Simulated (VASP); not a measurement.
# RbBr (Pmm2) in VASP: further runs

RbBr is run at these levels: PBEsol; tasks: single point.

Everything below comes from runs of VASP 6.6.1. Logs are shortened: lines on timing, memory, paths and dates and some standing lists are left out, and cuts for length are marked.

## (1) The cell of the first run

It takes space group Pmm2 (No. 25, orthorhombic). The conventional cell has a = 4.016 Å, b = 4.070 Å, c = 4.016 Å, α = 90.00°, β = 90.00°, γ = 90.00°. Within 4.2 Å of Rb (site symmetry mm2) lie 8 Br at 3.16 to 3.91 Å and 6 Rb at 4.02 to 4.07 Å. Within 4.2 Å of Br (site symmetry mm2) lie 8 Rb at 3.16 to 3.91 Å and 6 Br at 4.02 to 4.07 Å.

## (2) Single point, PBEsol

INCAR

```
  PREC = Accurate
  ENCUT = 520
  EDIFF = 1E-7
  ISMEAR = 0
  SIGMA = 0.05
  LREAL = F
  LASPH = T
  NELM = 100
  ALGO = Normal
  ISIF = 2
  LWAVE = F
  LCHARG = F
  GGA = PS
  NBANDS = 15
```

KPOINTS

```
regular mesh
0
Gamma
  6 6 6
```

POSCAR

```
RbBr
1.0
    4.0160356082      0.0000000000      0.0000000000
    0.0000000000      4.0160356082      0.0000000000
    0.0000000000      0.0000000000      4.0701688540
Rb Br
1 1
Direct
   -0.0793829626      0.0000000000      0.0000000000
    0.5849104822      0.5000000000      0.5000000000
```

Potentials or basis: VASP PAW PBE potentials, release 64 (Rb_sv, Br).

The run is started by

```sh
$ cat potpaw_PBE.64/Rb_sv/POTCAR potpaw_PBE.64/Br/POTCAR > POTCAR
$ mpirun -np 1 vasp_std > vasp.out
```

OUTCAR:

```text
PREC = Accurate
   ENCUT = 520
   EDIFF = 1E-7
   ISMEAR = 0
   LREAL = F
   LASPH = T
   NELM = 100
   ISIF = 2
   GGA = PS

 ion  position               nearest neighbor table
   1  0.921  0.000  0.000-   2 3.16   2 3.16   2 3.16   2 3.16   2 3.91   2 3.91   2 3.91   2 3.91

   2  0.585  0.500  0.500-   1 3.16   1 3.16   1 3.16   1 3.16   1 3.91   1 3.91   1 3.91   1 3.91

  LATTYP: Found a simple tetragonal cell.
 ALAT       =     4.0160356082
 C/A-ratio  =     1.0134792744

  Lattice vectors:

 A1 = (   4.0160356082,   0.0000000000,   0.0000000000)
 A2 = (   0.0000000000,   4.0160356082,   0.0000000000)
 A3 = (   0.0000000000,   0.0000000000,   4.0701688540)

Analysis of symmetry for initial positions (statically):
=====================================================================
 Subroutine PRICEL returns:
 Original cell was already a primitive cell.

 Routine SETGRP: Setting up the symmetry group for a
 simple tetragonal supercell.

 Subroutine GETGRP returns: Found  4 space group operations
 (whereof  4 operations were pure point group operations)
 out of a pool of 16 trial point group operations.

The static configuration has the point symmetry C_2v.

Analysis of symmetry for dynamics (positions and initial velocities):
=====================================================================
 Subroutine PRICEL returns:
 Original cell was already a primitive cell.

 Routine SETGRP: Setting up the symmetry group for a
 simple tetragonal supercell.

 Subroutine GETGRP returns: Found  4 space group operations
 (whereof  4 operations were pure point group operations)
 out of a pool of 16 trial point group operations.

The dynamic configuration has the point symmetry C_2v.

 Subroutine INISYM returns: Found  4 space group operations
 (whereof  4 operations are pure point group operations),
 and found     1 'primitive' translations

----------------------------------------------------------------------------------------

                                     Primitive cell

  volume of cell :      65.6459

  direct lattice vectors                    reciprocal lattice vectors
     4.016035608  0.000000000  0.000000000     0.249001776  0.000000000  0.000000000
     0.000000000  4.016035608  0.000000000     0.000000000  0.249001776  0.000000000
     0.000000000  0.000000000  4.070168854     0.000000000  0.000000000  0.245690053

  length of vectors
     4.016035608  4.016035608  4.070168854     0.249001776  0.249001776  0.245690053

  position of ions in fractional coordinates (direct lattice)
     0.920617037  0.000000000  0.000000000
     0.584910482  0.500000000  0.500000000

  ion indices of the primitive-cell ions
   primitive index   ion index
                 1           1
                 2           2

----------------------------------------------------------------------------------------

 KPOINTS: regular mesh

Automatic generation of k-mesh.
 Grid dimensions read from file:
 generate k-points for:    6    6    6

 Generating k-lattice:

  Cartesian coordinates                     Fractional coordinates (reciprocal lattice)
     0.041500296  0.000000000  0.000000000     0.166666667  0.000000000  0.000000000
     0.000000000  0.041500296  0.000000000     0.000000000  0.166666667  0.000000000
     0.000000000  0.000000000  0.040948342     0.000000000  0.000000000  0.166666667

  Length of vectors
     0.041500296  0.041500296  0.040948342

  Shift w.r.t. Gamma in fractional coordinates (k-lattice)
     0.000000000  0.000000000  0.000000000

 Subroutine IBZKPT returns following result:
 ===========================================

 Found     64 irreducible k-points:

 Following reciprocal coordinates:
            Coordinates               Weight
  0.000000  0.000000  0.000000      1.000000
  0.166667  0.000000  0.000000      2.000000
  0.000000  0.166667  0.000000      2.000000
  0.333333  0.000000  0.000000      2.000000
  0.000000  0.333333  0.000000      2.000000
  0.500000  0.000000  0.000000      1.000000
[... 16 lines left out ...]
  0.000000  0.500000  0.166667      2.000000
  0.166667  0.166667  0.166667      8.000000
 [... further k-points ...]
   k-points           NKPTS =     64   k-points in BZ     NKDIM =     64   number of bands    NBANDS=     15
   number of dos      NEDOS =    301   number of ions     NIONS =      2
   total plane-waves  NPLWV =  27000
   dimension x,y,z NGX =    30 NGY =   30 NGZ =   30
   dimension x,y,z NGXF=    60 NGYF=   60 NGZF=   60
   ions per type =               1   1
   NGX,Y,Z   is equivalent  to a cutoff of  12.42, 12.42, 12.25 a.u.
   NGXF,Y,Z  is equivalent  to a cutoff of  24.84, 24.84, 24.51 a.u.
 SYSTEM =  unknown system
   PREC   = accura    normal or accurate (medium, high low for compatibility)
   ISTART =      0    job   : 0-new  1-cont  2-samecut
   ICHARG =      2    charge: 1-file 2-atom 10-const
   ISPIN  =      1    spin polarized calculation?
   LNONCOLLINEAR =      F non collinear calculations
   LSORBIT =      F    spin-orbit coupling
   LASPH  =      T    aspherical Exc in radial PAW
   ENCUT  =  520.0 eV  38.22 Ry    6.18 a.u.   7.47  7.47  7.57*2*pi/ulx,y,z
   NELM   =    100;   NELMIN=  2; NELMDL= -5     # of ELM steps
   EDIFF  = 0.1E-06   stopping-criterion for ELM
   LREAL  =      F    real-space projection
   EDIFFG = 0.1E-05   stopping-criterion for IOM
   NSW    =      0    number of steps for IOM
   IBRION =     -1    ionic relax: 0-MD 1-quasi-New 2-CG
   NFREE  =      0    steps in history (QN), initial steepest desc. (CG)
   ISIF   =      2    stress and relaxation
   ISYM   =      2    0-nonsym 1-usesym 2-fastsym
   POTIM  = 0.5000    time-step for ionic-motion
   TEBEG  =    0.0;   TEEND  =   0.0 temperature during run
   PSTRESS=    0.0 pullay stress
   NELECT =      16.0000    total number of electrons
   NUPDOWN=      -1.0000    fix difference up-down
   EMIN   =  10.00;   EMAX   =-10.00  energy-range for DOS
   EFERMI =   0.00;   METHOD = LEGACY
   ISMEAR =     0;   SIGMA  =   0.05  broadening in eV -4-tet -1-fermi 0-gaus
   EFERMI_NEDOS =   21; number of points for ismear=-14 and -15
   IALGO  =     38    algorithm
   IMIX   =      4    mixing-type and parameters
     AMIX     =   0.40;   BMIX     =  1.00
     AMIX_MAG =   1.60;   BMIX_MAG =  1.00
  volume/ion in A,a.u.               =      32.82       221.50
  Fermi-wavevector in a.u.,A,eV,Ry     =   1.022615  1.932463 14.228186  1.045742
  Thomas-Fermi vector in A             =   2.156304
   LORBIT       =      0    0 simple, 1 ext, 2 COOP (PROOUT), +10 PAW based schemes
   GGA     = PS    functional components
   LHFCALC =     F    Hartree Fock is set to
   AEXX    =    0.0000 exact exchange contribution
   IVDW    =     0    specifies the selected vdW correction
   LEPSILON=     F    determine dielectric tensor
   LRPA    =     F    only Hartree local field effects (RPA)
 non-spin polarized calculation
 Gauss-broadening in eV      SIGMA  =   0.05
  energy-cutoff  :      520.00
  volume of cell :       65.65
 maximum number of plane-waves:      1795
 NGX is ok and might be reduce to    30
   NGX = 15   NGY = 15   NGZ = 15

 number of electron      15.9999996 magnetization

 Free energy of the ion-electron system (eV)
  ---------------------------------------------------
  ext. energy  EPLUGINS =         0.00000000
  ---------------------------------------------------
  free energy    TOTEN  =        -6.06696806 eV

  energy without entropy =       -6.06696806  energy(sigma->0) =       -6.06696806

 E-fermi :  -0.2455     XC(G=0):  -8.3421

 val. band max:       -0.4736745278   @ k =   0.0000   0.5000   0.3333
 cond. band min:       3.6797849178   @ k =   0.0000   0.0000   0.0000
 fundamental gap:      4.1534594456
 Fermi energy:        -0.2455335234

 k-point     1 :       0.0000    0.0000    0.0000
  band No.  band energies     occupation
      1     -25.2660      2.00000
      2     -13.2794      2.00000
      3      -9.3044      2.00000
      4      -9.2853      2.00000
      5      -9.2217      2.00000
      6      -0.7928      2.00000
      7      -0.6847      2.00000
      8      -0.6183      2.00000
      9       3.6798      0.00000
     10       4.7619      0.00000
     11       5.9915      0.00000
     12       9.2537      0.00000
     13      10.0585      0.00000
     14      10.1732      0.00000
     15      10.4977      0.00000

 k-point     2 :       0.1667    0.0000    0.0000
  band No.  band energies     occupation
      1     -25.2586      2.00000
      2     -13.2709      2.00000
      3      -9.2901      2.00000
      4      -9.2887      2.00000
      5      -9.2702      2.00000
      6      -1.2738      2.00000
      7      -0.6997      2.00000
      8      -0.6301      2.00000
      9       4.3477      0.00000
     10       4.9571      0.00000
     11       6.6384      0.00000
     12       9.3819      0.00000
     13       9.6030      0.00000
     14       9.7116      0.00000
     15      10.6462      0.00000

 k-point     3 :       0.0000    0.1667    0.0000
  band No.  band energies     occupation
      1     -25.2576      2.00000
      2     -13.2944      2.00000
      3      -9.3408      2.00000
      4      -9.2812      2.00000
      5      -9.1857      2.00000
      6      -1.1793      2.00000
      7      -0.7587      2.00000
      8      -0.7227      2.00000
      9       4.3217      0.00000
     10       5.3811      0.00000
     11       5.9973      0.00000
     12       9.1281      0.00000
     13       9.2970      0.00000
     14      10.2850      0.00000
     15      10.6397      0.00000
[... 343 lines left out ...]
 k-point    23 :       0.0000    0.5000    0.1667
  band No.  band energies     occupation
      1     -25.2257      2.00000
      2     -13.2818      2.00000
      3      -9.4123      2.00000
      4      -9.3498      2.00000
      5      -9.2250      2.00000
      6      -2.1468      2.00000
      7      -1.1690      2.00000
      8      -0.4767      2.00000
      9       5.7246      0.00000
     10       6.2517      0.00000
     11       7.6421      0.00000
     12       8.2490      0.00000
     13       9.6100      0.00000
     14       9.9158      0.00000
     15      10.3333      0.00000

 k-point    24 :       0.1667    0.1667    0.1667
  band No.  band energies     occupation
      1     -25.2433      2.00000
      2     -13.2677      2.00000
      3      -9.3880      2.00000
      4      -9.3700      2.00000
      5      -9.1704      2.00000
      6      -1.3369      2.00000
      7      -1.0185      2.00000
      8      -0.9709      2.00000
      9       5.2616      0.00000
     10       6.0266      0.00000
     11       6.6085      0.00000
     12       8.3798      0.00000
     13       8.8101      0.00000
     14       9.8064      0.00000
     15      11.2163      0.00000

 [... further k-points ...]
[... 5 lines left out ...]
  --------------------------------------------------------------------------------------
  -------------------------------------------------------------------------------------
  Total        0.8250741      1.6356526      1.5065355      0.0000000      0.0000000      0.0000000
  in kB       20.1370560     39.9203283     36.7690505      0.0000000      0.0000000      0.0000000
  external PRESSURE =      32.2754782 kB  Pullay stress =       0.0000000 kB

 VOLUME and BASIS-vectors are now :
 -----------------------------------------------------------------------------
  energy-cutoff  :      520.00
  volume of cell :       65.65
      direct lattice vectors                 reciprocal lattice vectors
     4.016035608  0.000000000  0.000000000     0.249001776  0.000000000  0.000000000
     0.000000000  4.016035608  0.000000000     0.000000000  0.249001776  0.000000000
     0.000000000  0.000000000  4.070168854     0.000000000  0.000000000  0.245690053

 POSITION                                       TOTAL-FORCE (eV/Angst)
 -----------------------------------------------------------------------------------
      3.69723      0.00000      0.00000         0.706384      0.000000      0.000000
      2.34902      2.00802      2.03508        -0.706384      0.000000      0.000000
 -----------------------------------------------------------------------------------
    total drift:                               -0.000053      0.000000      0.000001

  FREE ENERGIE OF THE ION-ELECTRON SYSTEM (eV)
  ---------------------------------------------------
  free  energy   TOTEN  =        -6.0669680634 eV

  energy  without entropy=       -6.0669680634  energy(sigma->0) =       -6.06696806
```

Wall time 21 s (1 thread of Intel Xeon 6975P-C (Granite Rapids), shared host); peak memory 0.2 GiB.

What came out:

* Free energy: -6.0670 eV
* Pressure: 3.2 GPa
* Largest force: 0.706 eV/Å
* Band gap on the k mesh: 4.15 eV, indirect (least direct gap 4.30 eV)

Forces in eV/Å, atoms in the order of the input:
```
Rb   0.706  0.000  0.000
Br  -0.706  0.000  0.000
```

Levels at points of the mesh, in eV from the valence-band top:
| k point | band 6 | band 7 | band 8 | band 9 | band 10 | band 11 |
| --- | --- | --- | --- | --- | --- | --- |
| (0.00, 0.00, 0.00) | -0.32 | -0.21 | -0.14 | 4.15 | 5.24 | 6.47 |
| (0.50, 0.00, 0.00) | -1.87 | -0.28 | -0.20 | 6.30 | 7.48 | 8.28 |
| (0.00, 0.50, 0.00) | -1.88 | -0.51 | -0.05 | 6.34 | 6.79 | 7.97 |
| (0.50, 0.50, 0.00) | -1.23 | -1.14 | -0.27 | 5.42 | 6.21 | 8.01 |
| (0.00, 0.00, 0.50) | -1.87 | -0.43 | -0.07 | 6.32 | 6.76 | 7.84 |
| (0.50, 0.00, 0.50) | -1.20 | -1.16 | -0.20 | 5.39 | 6.32 | 8.13 |
| (0.00, 0.50, 0.50) | -1.05 | -1.02 | -0.02 | 5.47 | 6.89 | 8.22 |
| (0.50, 0.50, 0.50) | -1.47 | -1.34 | -1.32 | 7.29 | 7.30 | 8.73 |

Caveat: the PAW data sets were made with another functional, which shifts forces and pressure a little.

(Continued in part 2 of 3.)
